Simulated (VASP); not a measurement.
# Sc (P6_3/mmc) in VASP: a series of runs

Sc is run at these levels: PBE; tasks: single point, relaxation of cell and atoms.

All numbers are computed with VASP 6.6.1; they aren't measurements. Logs are shortened: lines on timing, memory, paths and dates and some standing lists are left out, and cuts for length are marked.

**1. The cell of the first run**

It takes space group P6_3/mmc (No. 194, hexagonal). Conventional cell: a = 3.319 Å, b = 3.319 Å, c = 5.187 Å, α = 90.00°, β = 90.00°, γ = 120.00°. Within 4.2 Å of Sc (site symmetry -6m2) lie 12 Sc at 3.22 to 3.32 Å.

**2. Single point, PBE**

INCAR

```
PREC = Accurate ; ENCUT = 520
EDIFF = 1E-6 ; ISMEAR = -1
SIGMA = 0.1 ; LREAL = False
LASPH = True ; NELM = 80
ALGO = Normal ; ISIF = 2
LWAVE = False ; LCHARG = False
GGA = PE ; NBANDS = 18
```

KPOINTS

```
Automatic mesh
0
Gamma
  9 9 5
```

POSCAR

```
Sc
1.0
    3.3187507091      0.0000000000      0.0000000000
   -1.6593753545      2.8741224229      0.0000000000
    0.0000000000      0.0000000000      5.1870556320
Sc
2
Direct
    0.3333333333      0.6666666667      0.2500000000
    0.6666666667      0.3333333333      0.7500000000
```

Potentials or basis: VASP PAW PBE potentials, release 64 (Sc_sv).

The run is started by

```bash
cat potpaw_PBE.64/Sc_sv/POTCAR > POTCAR
mpirun -np 1 vasp_std > vasp.out
```

OUTCAR:

```text
PREC = Accurate
   ENCUT = 520
   EDIFF = 1E-6
   ISMEAR = -1
   LREAL = False
   LASPH = True
   NELM = 80
   ISIF = 2
   GGA = PE

 ion  position               nearest neighbor table
   1  0.333  0.667  0.250-   2 3.22   2 3.22   2 3.22   2 3.22   2 3.22   2 3.22
   2  0.667  0.333  0.750-   1 3.22   1 3.22   1 3.22   1 3.22   1 3.22   1 3.22

  LATTYP: Found a hexagonal cell.
 ALAT       =     3.3187507091
 C/A-ratio  =     1.5629542821

  Lattice vectors:

 A1 = (   3.3187507091,   0.0000000000,   0.0000000000)
 A2 = (  -1.6593753545,   2.8741224229,   0.0000000000)
 A3 = (   0.0000000000,   0.0000000000,   5.1870556320)

Analysis of symmetry for initial positions (statically):
=====================================================================
 Subroutine PRICEL returns:
 Original cell was already a primitive cell.

 Routine SETGRP: Setting up the symmetry group for a
 hexagonal supercell.

 Subroutine GETGRP returns: Found 24 space group operations
 (whereof 12 operations were pure point group operations)
 out of a pool of 24 trial point group operations.

The static configuration has the point symmetry D_3d.
 The point group associated with its full space group is D_6h.

Analysis of symmetry for dynamics (positions and initial velocities):
=====================================================================
 Subroutine PRICEL returns:
 Original cell was already a primitive cell.

 Routine SETGRP: Setting up the symmetry group for a
 hexagonal supercell.

 Subroutine GETGRP returns: Found 24 space group operations
 (whereof 12 operations were pure point group operations)
 out of a pool of 24 trial point group operations.

The dynamic configuration has the point symmetry D_3d.
 The point group associated with its full space group is D_6h.

 Subroutine INISYM returns: Found 24 space group operations
 (whereof 12 operations are pure point group operations),
 and found     1 'primitive' translations

----------------------------------------------------------------------------------------

                                     Primitive cell

  volume of cell :      49.4767

  direct lattice vectors                    reciprocal lattice vectors
     3.318750709  0.000000000  0.000000000     0.301318203  0.173966146  0.000000000
    -1.659375355  2.874122423  0.000000000     0.000000000  0.347932291  0.000000000
     0.000000000  0.000000000  5.187055632     0.000000000  0.000000000  0.192787599

  length of vectors
     3.318750709  3.318750709  5.187055632     0.347932291  0.347932291  0.192787599

  position of ions in fractional coordinates (direct lattice)
     0.333333333  0.666666667  0.250000000
     0.666666667  0.333333333  0.750000000

  ion indices of the primitive-cell ions
   primitive index   ion index
                 1           1
                 2           2

----------------------------------------------------------------------------------------

 KPOINTS: Automatic mesh

Automatic generation of k-mesh.
 Grid dimensions read from file:
 generate k-points for:    9    9    5

 Generating k-lattice:

  Cartesian coordinates                     Fractional coordinates (reciprocal lattice)
     0.033479800  0.019329572  0.000000000     0.111111111  0.000000000  0.000000000
     0.000000000  0.038659143  0.000000000     0.000000000  0.111111111  0.000000000
     0.000000000  0.000000000  0.038557520     0.000000000  0.000000000  0.200000000

  Length of vectors
     0.038659143  0.038659143  0.038557520

  Shift w.r.t. Gamma in fractional coordinates (k-lattice)
     0.000000000  0.000000000  0.000000000

 Subroutine IBZKPT returns following result:
 ===========================================

 Found     36 irreducible k-points:

 Following reciprocal coordinates:
            Coordinates               Weight
  0.000000  0.000000  0.000000      1.000000
  0.111111  0.000000  0.000000      6.000000
  0.222222  0.000000  0.000000      6.000000
  0.333333  0.000000  0.000000      6.000000
  0.444444  0.000000  0.000000      6.000000
  0.111111  0.111111  0.000000      6.000000
[... 16 lines left out ...]
  0.333333  0.222222  0.200000     24.000000
  0.333333  0.333333  0.200000      4.000000
 [... further k-points ...]
   k-points           NKPTS =     36   k-points in BZ     NKDIM =     36   number of bands    NBANDS=     18
   number of dos      NEDOS =    301   number of ions     NIONS =      2
   total plane-waves  NPLWV =  31360
   dimension x,y,z NGX =    28 NGY =   28 NGZ =   40
   dimension x,y,z NGXF=    56 NGYF=   56 NGZF=   80
   ions per type =               2
   NGX,Y,Z   is equivalent  to a cutoff of  14.03, 14.03, 12.82 a.u.
   NGXF,Y,Z  is equivalent  to a cutoff of  28.05, 28.05, 25.64 a.u.
 SYSTEM =  unknown system
   PREC   = accura    normal or accurate (medium, high low for compatibility)
   ISTART =      0    job   : 0-new  1-cont  2-samecut
   ICHARG =      2    charge: 1-file 2-atom 10-const
   ISPIN  =      1    spin polarized calculation?
   LNONCOLLINEAR =      F non collinear calculations
   LSORBIT =      F    spin-orbit coupling
   LASPH  =      T    aspherical Exc in radial PAW
   ENCUT  =  520.0 eV  38.22 Ry    6.18 a.u.   6.17  6.17  9.64*2*pi/ulx,y,z
   NELM   =     80;   NELMIN=  2; NELMDL= -5     # of ELM steps
   EDIFF  = 0.1E-05   stopping-criterion for ELM
   LREAL  =      F    real-space projection
   EDIFFG = 0.1E-04   stopping-criterion for IOM
   NSW    =      0    number of steps for IOM
   IBRION =     -1    ionic relax: 0-MD 1-quasi-New 2-CG
   NFREE  =      0    steps in history (QN), initial steepest desc. (CG)
   ISIF   =      2    stress and relaxation
   ISYM   =      2    0-nonsym 1-usesym 2-fastsym
   POTIM  = 0.5000    time-step for ionic-motion
   TEBEG  =    0.0;   TEEND  =   0.0 temperature during run
   PSTRESS=    0.0 pullay stress
   NELECT =      22.0000    total number of electrons
   NUPDOWN=      -1.0000    fix difference up-down
   EMIN   =  10.00;   EMAX   =-10.00  energy-range for DOS
   EFERMI =   0.00;   METHOD = LEGACY
   ISMEAR =    -1;   SIGMA  =   0.10  broadening in eV -4-tet -1-fermi 0-gaus
   EFERMI_NEDOS =   21; number of points for ismear=-14 and -15
   IALGO  =     38    algorithm
   IMIX   =      4    mixing-type and parameters
     AMIX     =   0.40;   BMIX     =  1.00
     AMIX_MAG =   1.60;   BMIX_MAG =  1.00
  volume/ion in A,a.u.               =      24.74       166.94
  Fermi-wavevector in a.u.,A,eV,Ry     =   1.249536  2.361281 21.243325  1.561340
  Thomas-Fermi vector in A             =   2.383572
   LORBIT       =      0    0 simple, 1 ext, 2 COOP (PROOUT), +10 PAW based schemes
   GGA     = PE    functional components
   LHFCALC =     F    Hartree Fock is set to
   AEXX    =    0.0000 exact exchange contribution
   IVDW    =     0    specifies the selected vdW correction
   LEPSILON=     F    determine dielectric tensor
   LRPA    =     F    only Hartree local field effects (RPA)
 non-spin polarized calculation
  energy-cutoff  :      520.00
  volume of cell :       49.48
 maximum number of plane-waves:      1345
 NGX is ok and might be reduce to    28
   NGX = 13   NGY = 13   NGZ = 19

 number of electron      21.9999995 magnetization

 Free energy of the ion-electron system (eV)
  ---------------------------------------------------
  ext. energy  EPLUGINS =         0.00000000
  ---------------------------------------------------
  free energy    TOTEN  =       -12.56400841 eV

  energy without entropy =      -12.43866105  energy(sigma->0) =      -12.50133473

 E-fermi :   3.6602     XC(G=0):  -9.8622

 val. band max:        3.6536610286   @ k =   0.3333   0.1111   0.4000
 cond. band min:       3.6680176027   @ k =   0.4444   0.1111   0.4000
 fundamental gap:      0.0143565741
 Fermi energy:         3.6601591764

 k-point     1 :       0.0000    0.0000    0.0000
  band No.  band energies     occupation
      1     -45.7658      2.00000
      2     -45.6968      2.00000
      3     -24.5938      2.00000
      4     -24.2523      2.00000
      5     -24.2523      2.00000
      6     -24.1877      2.00000
[... 10 lines left out ...]
     17       5.9734      0.00000
     18       5.9734      0.00000

 k-point     2 :       0.1111    0.0000    0.0000
  band No.  band energies     occupation
      1     -45.7602      2.00000
      2     -45.6949      2.00000
      3     -24.5781      2.00000
      4     -24.2822      2.00000
      5     -24.2626      2.00000
      6     -24.2190      2.00000
[... 10 lines left out ...]
     17       5.8183      0.00000
     18       5.8652      0.00000

 k-point     3 :       0.2222    0.0000    0.0000
  band No.  band energies     occupation
      1     -45.7455      2.00000
      2     -45.6907      2.00000
      3     -24.5350      2.00000
      4     -24.3587      2.00000
      5     -24.2959      2.00000
      6     -24.2876      2.00000
[... 10 lines left out ...]
     17       6.1962      0.00000
     18       6.3325      0.00000

 k-point     4 :       0.3333    0.0000    0.0000
  band No.  band energies     occupation
      1     -45.7271      2.00000
      2     -45.6875      2.00000
      3     -24.4759      2.00000
      4     -24.4470      2.00000
      5     -24.3795      2.00000
      6     -24.3145      2.00000
[... 375 lines left out ...]
      4     -24.4490      2.00000
      5     -24.3563      2.00000
      6     -24.3463      2.00000
[... 10 lines left out ...]
     17       7.1121      0.00000
     18       7.3394      0.00000

 k-point    23 :       0.3333    0.2222    0.2000
  band No.  band energies     occupation
      1     -45.7034      2.00000
      2     -45.6909      2.00000
      3     -24.4955      2.00000
      4     -24.4579      2.00000
      5     -24.3987      2.00000
      6     -24.3288      2.00000
[... 10 lines left out ...]
     17       7.1319      0.00000
     18       7.5416      0.00000

 k-point    24 :       0.3333    0.3333    0.2000
  band No.  band energies     occupation
      1     -45.6953      2.00000
      2     -45.6953      2.00000
      3     -24.4538      2.00000
      4     -24.4515      2.00000
      5     -24.4515      2.00000
      6     -24.3407      2.00000
[... 10 lines left out ...]
     17       7.2587      0.00000
     18       7.2587      0.00000

 [... further k-points ...]

------------------------ aborting loop because EDIFF is reached ----------------------------------------

  FORCE on cell =-STRESS in cart. coord.  units (eV):
  Direction    XX          YY          ZZ          XY          YZ          ZX
  --------------------------------------------------------------------------------------
  -------------------------------------------------------------------------------------
  Total       -0.0051677     -0.0051677      0.0081973     -0.0000000      0.0000000     -0.0000000
  in kB       -0.1673427     -0.1673427      0.2654496     -0.0000000      0.0000000     -0.0000000
  external PRESSURE =      -0.0230786 kB  Pullay stress =       0.0000000 kB

 VOLUME and BASIS-vectors are now :
 -----------------------------------------------------------------------------
  energy-cutoff  :      520.00
  volume of cell :       49.48
      direct lattice vectors                 reciprocal lattice vectors
     3.318750709  0.000000000  0.000000000     0.301318203  0.173966146  0.000000000
    -1.659375355  2.874122423  0.000000000     0.000000000  0.347932291  0.000000000
     0.000000000  0.000000000  5.187055632     0.000000000  0.000000000  0.192787599

 POSITION                                       TOTAL-FORCE (eV/Angst)
 -----------------------------------------------------------------------------------
     -0.00000      1.91608      1.29676         0.000000     -0.000000      0.000000
      1.65938      0.95804      3.89029        -0.000000      0.000000      0.000000
 -----------------------------------------------------------------------------------
    total drift:                                0.000000     -0.000000      0.000000

  FREE ENERGIE OF THE ION-ELECTRON SYSTEM (eV)
  ---------------------------------------------------
  free  energy   TOTEN  =       -12.5640084109 eV

  energy  without entropy=      -12.4386610484  energy(sigma->0) =      -12.50133473
```

Wall time 18 s (1 thread of Intel Xeon 6975P-C (Granite Rapids), shared host); peak memory 0.18 GiB.

Results:

```
Free energy            : -12.5640 eV
Pressure               : 0.0 GPa
Band gap on the k mesh : zero (band 11 reaches 4.40 eV, above the bottom of band 12 at 3.18 eV)
```

**3. Relaxation of cell and atoms, PBE**

This run uses another cell than the first one, of 25.00 Å³/atom, 1.011 times its volume.

INCAR

```
PREC     = Accurate       # precision mode
ENCUT    = 600            # plane-wave cutoff, eV
EDIFF    = 1E-6           # SCF threshold, eV
ISMEAR   = -1             # smearing method
SIGMA    = 0.1            # smearing width, eV
LREAL    = False          # projectors in reciprocal space
LASPH    = True           # aspherical terms in the spheres
NELM     = 100            # most SCF steps
ALGO     = Normal         # electronic algorithm
ISIF     = 3              # what is computed and relaxed
LWAVE    = False          # write WAVECAR
LCHARG   = False          # write CHGCAR
GGA      = PE             # functional
IBRION   = 2              # ionic algorithm
NSW      = 80             # ionic steps
EDIFFG   = -0.03          # ionic threshold
```

KPOINTS

```
regular mesh
0
Gamma
  9 9 5
```

POSCAR

```
Sc
1.0
    3.3090000000      0.0000000000      0.0000000000
   -1.6545000000      2.8656780611      0.0000000000
    0.0000000000      0.0000000000      5.2733000000
Sc
2
Direct
    0.3333330000      0.6666670000      0.2500000000
    0.6666670000      0.3333330000      0.7500000000
```

Potentials or basis: VASP PAW PBE potentials, release 64 (Sc_sv).

The run is started by

```bash
cat potpaw_PBE.64/Sc_sv/POTCAR > POTCAR
mpirun -np 1 vasp_std > vasp.out
```

Wall time 42 s (1 thread of Intel Xeon 6975P-C (Granite Rapids), shared host); peak memory 0.2 GiB.

It converged, with:

```yaml
Free_energy: -12.5644 eV
Relaxed_volume: 24.75 Å³/atom
Relaxed_cell: a = 3.317 Å, b = 3.317 Å, c = 5.194 Å, α = 90.00°, β = 90.00°, γ = 120.00°
Space_group_after_relaxing_to_0.05_Å: P6_3/mmc (No. 194)
Energy_gained_by_relaxing: 1.6 meV/atom
Ionic_steps: 4
Pressure_after_relaxing: 0.0 GPa
Band_gap_on_the_k_mesh: zero (band 11 reaches 4.39 eV, above the bottom of band 12 at 3.18 eV)
```

Step by step:
```tsv
step	energy change (eV)	largest force (eV/Å)	pressure (GPa)	volume (Å³)
1	0.0000	0.0000	-0.48	50.00
2	-0.0027	0.0000	0.10	49.46
3	-0.0028	0.0000	0.25	49.31
4	-0.0033	0.0000	0.03	49.51
```

Final structure:
```
Sc
1.0
     3.31743    0.00000    0.00000
    -1.65871    2.87298    0.00000
     0.00000    0.00000    5.19442
Sc
2
Direct
  0.33333 0.66667 0.25000
  0.66667 0.33333 0.75000
```

Levels at points of the mesh, in eV from the Fermi level:
```tsv
k point	band 9	band 10	band 11	band 12	band 13	band 14
(0.00, 0.00, 0.00)	-5.12	-1.64	0.56	1.59	1.59	1.81
```
